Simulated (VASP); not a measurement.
# AlN (wurtzite) (P6_3mc) in VASP: single point with PBEsol

Aim: the single point of AlN (wurtzite) with PBEsol.

All numbers are computed with VASP 6.6.1; they aren't measurements. Logs are shortened: lines on timing, memory, paths and dates and some standing lists are left out, and cuts for length are marked.

### 1 The cell of the first run

Symmetry: P6_3mc, No. 186, hexagonal system. Conventional cell: a = 3.122 Å, b = 3.122 Å, c = 4.958 Å, α = 90.00°, β = 90.00°, γ = 120.00°. Al (site symmetry 3m) has 4 N at 1.89 to 1.90 Å within 2.5 Å. Within 2.5 Å of N (site symmetry 3m) lie 4 Al at 1.89 to 1.90 Å.

### 2 Single point, PBEsol

Contents of INCAR:

```
ALGO     = Normal         # electronic algorithm
EDIFF    = 1E-7           # SCF threshold, eV
ENCUT    = 520            # plane-wave cutoff, eV
GGA      = PS             # functional
ISIF     = 2              # what is computed and relaxed
ISMEAR   = 0              # smearing method
LASPH    = T              # aspherical terms in the spheres
LCHARG   = F              # write CHGCAR
LREAL    = F              # projectors in reciprocal space
LWAVE    = F              # write WAVECAR
NBANDS   = 16             # bands
NELM     = 100            # most SCF steps
PREC     = Accurate       # precision mode
SIGMA    = 0.01           # smearing width, eV
```

Contents of KPOINTS:

```
k-points
0
Gamma
  9 9 6
```

Contents of POSCAR:

```
AlN
1.0
    3.1219487862      0.0000000000      0.0000000000
   -1.5609743931      2.7036869582      0.0000000000
    0.0000000000      0.0000000000      4.9576546726
Al N
2 2
Direct
    0.3333333333      0.6666666667      0.0000000000
    0.6666666667      0.3333333333      0.5000000000
    0.3333333333      0.6666666667      0.3820000000
    0.6666666667      0.3333333333      0.8820000000
```

Potentials or basis: VASP PAW PBE potentials, release 64 (Al, N).

The run is started by

```console
cat potpaw_PBE.64/Al/POTCAR potpaw_PBE.64/N/POTCAR > POTCAR
mpirun -np 1 vasp_std > vasp.out
```

OUTCAR:

```text
EDIFF = 1E-7
   ENCUT = 520
   GGA = PS
   ISIF = 2
   ISMEAR = 0
   LASPH = T
   LREAL = F
   NELM = 100
   PREC = Accurate

 ion  position               nearest neighbor table
   1  0.333  0.667  0.000-   3 1.89   4 1.90   4 1.90   4 1.90   2 3.06   2 3.06   2 3.06   2 3.06
                             2 3.06   2 3.06
   2  0.667  0.333  0.500-   4 1.89   3 1.90   3 1.90   3 1.90   1 3.06   1 3.06   1 3.06   1 3.06
                             1 3.06   1 3.06
   3  0.333  0.667  0.382-   1 1.89   2 1.90   2 1.90   2 1.90
   4  0.667  0.333  0.882-   2 1.89   1 1.90   1 1.90   1 1.90

  LATTYP: Found a hexagonal cell.
 ALAT       =     3.1219487862
 C/A-ratio  =     1.5880000000

  Lattice vectors:

 A1 = (   3.1219487862,   0.0000000000,   0.0000000000)
 A2 = (  -1.5609743931,   2.7036869582,   0.0000000000)
 A3 = (   0.0000000000,   0.0000000000,   4.9576546726)

Analysis of symmetry for initial positions (statically):
=====================================================================
 Subroutine PRICEL returns:
 Original cell was already a primitive cell.

 Routine SETGRP: Setting up the symmetry group for a
 hexagonal supercell.

 Subroutine GETGRP returns: Found 12 space group operations
 (whereof  6 operations were pure point group operations)
 out of a pool of 24 trial point group operations.

The static configuration has the point symmetry C_3v.
 The point group associated with its full space group is C_6v.

Analysis of symmetry for dynamics (positions and initial velocities):
=====================================================================
 Subroutine PRICEL returns:
 Original cell was already a primitive cell.

 Routine SETGRP: Setting up the symmetry group for a
 hexagonal supercell.

 Subroutine GETGRP returns: Found 12 space group operations
 (whereof  6 operations were pure point group operations)
 out of a pool of 24 trial point group operations.

The dynamic configuration has the point symmetry C_3v.
 The point group associated with its full space group is C_6v.

 Subroutine INISYM returns: Found 12 space group operations
 (whereof  6 operations are pure point group operations),
 and found     1 'primitive' translations

----------------------------------------------------------------------------------------

                                     Primitive cell

  volume of cell :      41.8464

  direct lattice vectors                    reciprocal lattice vectors
     3.121948786  0.000000000  0.000000000     0.320312750  0.184932652  0.000000000
    -1.560974393  2.703686958  0.000000000     0.000000000  0.369865304  0.000000000
     0.000000000  0.000000000  4.957654673     0.000000000  0.000000000  0.201708281

  length of vectors
     3.121948786  3.121948786  4.957654673     0.369865304  0.369865304  0.201708281

  position of ions in fractional coordinates (direct lattice)
     0.333333333  0.666666667  0.000000000
     0.666666667  0.333333333  0.500000000
     0.333333333  0.666666667  0.382000000
     0.666666667  0.333333333  0.882000000

  ion indices of the primitive-cell ions
   primitive index   ion index
                 1           1
                 2           2
                 3           3
                 4           4

----------------------------------------------------------------------------------------

 KPOINTS: k-points

Automatic generation of k-mesh.
 Grid dimensions read from file:
 generate k-points for:    9    9    6

 Generating k-lattice:

  Cartesian coordinates                     Fractional coordinates (reciprocal lattice)
     0.035590306  0.020548072  0.000000000     0.111111111  0.000000000  0.000000000
     0.000000000  0.041096145  0.000000000     0.000000000  0.111111111  0.000000000
     0.000000000  0.000000000  0.033618047     0.000000000  0.000000000  0.166666667

  Length of vectors
     0.041096145  0.041096145  0.033618047

  Shift w.r.t. Gamma in fractional coordinates (k-lattice)
     0.000000000  0.000000000  0.000000000

 Subroutine IBZKPT returns following result:
 ===========================================

 Found     48 irreducible k-points:

 Following reciprocal coordinates:
            Coordinates               Weight
  0.000000  0.000000  0.000000      1.000000
  0.111111  0.000000  0.000000      6.000000
  0.222222  0.000000  0.000000      6.000000
  0.333333 -0.000000  0.000000      6.000000
  0.444444  0.000000  0.000000      6.000000
  0.111111  0.111111  0.000000      6.000000
[... 16 lines left out ...]
  0.333333  0.222222  0.166667     24.000000
  0.333333  0.333333  0.166667      4.000000
 [... further k-points ...]
   k-points           NKPTS =     48   k-points in BZ     NKDIM =     48   number of bands    NBANDS=     16
   number of dos      NEDOS =    301   number of ions     NIONS =      4
   total plane-waves  NPLWV =  23040
   dimension x,y,z NGX =    24 NGY =   24 NGZ =   40
   dimension x,y,z NGXF=    48 NGYF=   48 NGZF=   80
   ions per type =               2   2
   NGX,Y,Z   is equivalent  to a cutoff of  12.78, 12.78, 13.41 a.u.
   NGXF,Y,Z  is equivalent  to a cutoff of  25.56, 25.56, 26.83 a.u.
 SYSTEM =  unknown system
   PREC   = accura    normal or accurate (medium, high low for compatibility)
   ISTART =      0    job   : 0-new  1-cont  2-samecut
   ICHARG =      2    charge: 1-file 2-atom 10-const
   ISPIN  =      1    spin polarized calculation?
   LNONCOLLINEAR =      F non collinear calculations
   LSORBIT =      F    spin-orbit coupling
   LASPH  =      T    aspherical Exc in radial PAW
   ENCUT  =  520.0 eV  38.22 Ry    6.18 a.u.   5.80  5.80  9.22*2*pi/ulx,y,z
   NELM   =    100;   NELMIN=  2; NELMDL= -5     # of ELM steps
   EDIFF  = 0.1E-06   stopping-criterion for ELM
   LREAL  =      F    real-space projection
   EDIFFG = 0.1E-05   stopping-criterion for IOM
   NSW    =      0    number of steps for IOM
   IBRION =     -1    ionic relax: 0-MD 1-quasi-New 2-CG
   NFREE  =      0    steps in history (QN), initial steepest desc. (CG)
   ISIF   =      2    stress and relaxation
   ISYM   =      2    0-nonsym 1-usesym 2-fastsym
   POTIM  = 0.5000    time-step for ionic-motion
   TEBEG  =    0.0;   TEEND  =   0.0 temperature during run
   PSTRESS=    0.0 pullay stress
   NELECT =      16.0000    total number of electrons
   NUPDOWN=      -1.0000    fix difference up-down
   EMIN   =  10.00;   EMAX   =-10.00  energy-range for DOS
   EFERMI =   0.00;   METHOD = LEGACY
   ISMEAR =     0;   SIGMA  =   0.01  broadening in eV -4-tet -1-fermi 0-gaus
   EFERMI_NEDOS =   21; number of points for ismear=-14 and -15
   IALGO  =     38    algorithm
   IMIX   =      4    mixing-type and parameters
     AMIX     =   0.40;   BMIX     =  1.00
     AMIX_MAG =   1.60;   BMIX_MAG =  1.00
  volume/ion in A,a.u.               =      10.46        70.60
  Fermi-wavevector in a.u.,A,eV,Ry     =   1.188216  2.245402 19.209479  1.411857
  Thomas-Fermi vector in A             =   2.324350
   LORBIT       =      0    0 simple, 1 ext, 2 COOP (PROOUT), +10 PAW based schemes
   GGA     = PS    functional components
   LHFCALC =     F    Hartree Fock is set to
   AEXX    =    0.0000 exact exchange contribution
   IVDW    =     0    specifies the selected vdW correction
   LEPSILON=     F    determine dielectric tensor
   LRPA    =     F    only Hartree local field effects (RPA)
 non-spin polarized calculation
 Gauss-broadening in eV      SIGMA  =   0.01
  energy-cutoff  :      520.00
  volume of cell :       41.85
 maximum number of plane-waves:      1136
 NGX is ok and might be reduce to    24
   NGX = 11   NGY = 11   NGZ = 19

 number of electron      15.9999998 magnetization

 Free energy of the ion-electron system (eV)
  ---------------------------------------------------
  ext. energy  EPLUGINS =         0.00000000
  ---------------------------------------------------
  free energy    TOTEN  =       -31.31026198 eV

  energy without entropy =      -31.31026198  energy(sigma->0) =      -31.31026198

 E-fermi :   6.1909     XC(G=0): -11.0989

 val. band max:        6.0759921864   @ k =   0.0000   0.0000   0.0000
 cond. band min:      10.1669783848   @ k =   0.0000   0.0000   0.0000
 fundamental gap:      4.0909861984
 Fermi energy:         6.1909094951

 k-point     1 :       0.0000    0.0000    0.0000
  band No.  band energies     occupation
      1      -9.1114      2.00000
      2      -6.8978      2.00000
      3       0.0225      2.00000
      4       5.1418      2.00000
      5       5.1418      2.00000
      6       5.8183      2.00000
[... 8 lines left out ...]
     15      19.0334      0.00000
     16      19.2138      0.00000

 k-point     2 :       0.1111    0.0000    0.0000
  band No.  band energies     occupation
      1      -8.9545      2.00000
      2      -6.8114      2.00000
      3       0.2087      2.00000
      4       4.4345      2.00000
      5       4.9419      2.00000
      6       5.1374      2.00000
[... 8 lines left out ...]
     15      18.9019      0.00000
     16      19.0481      0.00000

 k-point     3 :       0.2222    0.0000    0.0000
  band No.  band energies     occupation
      1      -8.5084      2.00000
      2      -6.5960      2.00000
      3       0.7495      2.00000
      4       2.9320      2.00000
      5       3.8867      2.00000
      6       4.5322      2.00000
[... 8 lines left out ...]
     15      18.1400      0.00000
     16      18.7771      0.00000

 k-point     4 :       0.3333   -0.0000    0.0000
  band No.  band energies     occupation
      1      -7.8637      2.00000
      2      -6.3926      2.00000
      3       1.5029      2.00000
      4       1.5809      2.00000
      5       2.7153      2.00000
      6       4.1521      2.00000
[... 8 lines left out ...]
     15      18.0808      0.00000
     16      20.2527      0.00000
[... 324 lines left out ...]
 k-point    22 :       0.2222    0.2222    0.1667
  band No.  band energies     occupation
      1      -7.4512      2.00000
      2      -6.4139      2.00000
      3       1.4053      2.00000
      4       1.6480      2.00000
      5       2.9490      2.00000
      6       3.3468      2.00000
[... 8 lines left out ...]
     15      18.1838      0.00000
     16      20.8591      0.00000

 k-point    23 :       0.3333    0.2222    0.1667
  band No.  band energies     occupation
      1      -6.9242      2.00000
      2      -6.4136      2.00000
      3       0.9963      2.00000
      4       1.6946      2.00000
      5       2.4968      2.00000
      6       3.5463      2.00000
[... 8 lines left out ...]
     15      18.6598      0.00000
     16      20.7242      0.00000

 k-point    24 :       0.3333    0.3333    0.1667
  band No.  band energies     occupation
      1      -6.5746      2.00000
      2      -6.5746      2.00000
      3       1.2751      2.00000
      4       1.8365      2.00000
      5       1.8365      2.00000
      6       3.3503      2.00000
[... 8 lines left out ...]
     15      18.9325      0.00000
     16      20.9659      0.00000

 [... further k-points ...]
[... 5 lines left out ...]
  --------------------------------------------------------------------------------------
  -------------------------------------------------------------------------------------
  Total       -0.2945203     -0.2945203      0.5238195      0.0000000      0.0000000      0.0000000
  in kB      -11.2763189    -11.2763189     20.0555141      0.0000000      0.0000000      0.0000000
  external PRESSURE =      -0.8323746 kB  Pullay stress =       0.0000000 kB

 VOLUME and BASIS-vectors are now :
 -----------------------------------------------------------------------------
  energy-cutoff  :      520.00
  volume of cell :       41.85
      direct lattice vectors                 reciprocal lattice vectors
     3.121948786  0.000000000  0.000000000     0.320312750  0.184932652  0.000000000
    -1.560974393  2.703686958  0.000000000     0.000000000  0.369865304  0.000000000
     0.000000000  0.000000000  4.957654673     0.000000000  0.000000000  0.201708281

 POSITION                                       TOTAL-FORCE (eV/Angst)
 -----------------------------------------------------------------------------------
     -0.00000      1.80246      0.00000        -0.000000      0.000000     -0.096364
      1.56097      0.90123      2.47883         0.000000      0.000000     -0.096364
     -0.00000      1.80246      1.89382         0.000000      0.000000      0.096364
      1.56097      0.90123      4.37265        -0.000000     -0.000000      0.096364
 -----------------------------------------------------------------------------------
    total drift:                               -0.000000      0.000000      0.000077

  FREE ENERGIE OF THE ION-ELECTRON SYSTEM (eV)
  ---------------------------------------------------
  free  energy   TOTEN  =       -31.3102619836 eV

  energy  without entropy=      -31.3102619836  energy(sigma->0) =      -31.31026198
```

It took 14 s on 1 thread of Intel Xeon 6975P-C, shared host; peak memory 0.17 GiB.

Results:

```yaml
Free_energy: -31.3103 eV
Pressure: -0.1 GPa
Largest_force: 0.096 eV/Å
Band_gap_on_the_k_mesh: 4.09 eV, direct
```

Forces on the atoms (eV/Å):
```
Al   0.000  0.000 -0.096
Al   0.000  0.000 -0.096
N    0.000  0.000  0.096
N    0.000  0.000  0.096
```

Caveat: the PAW data sets were made with another functional, which shifts forces and pressure a little. A hybrid or GW would open this gap; PBEsol tends to underestimate it.
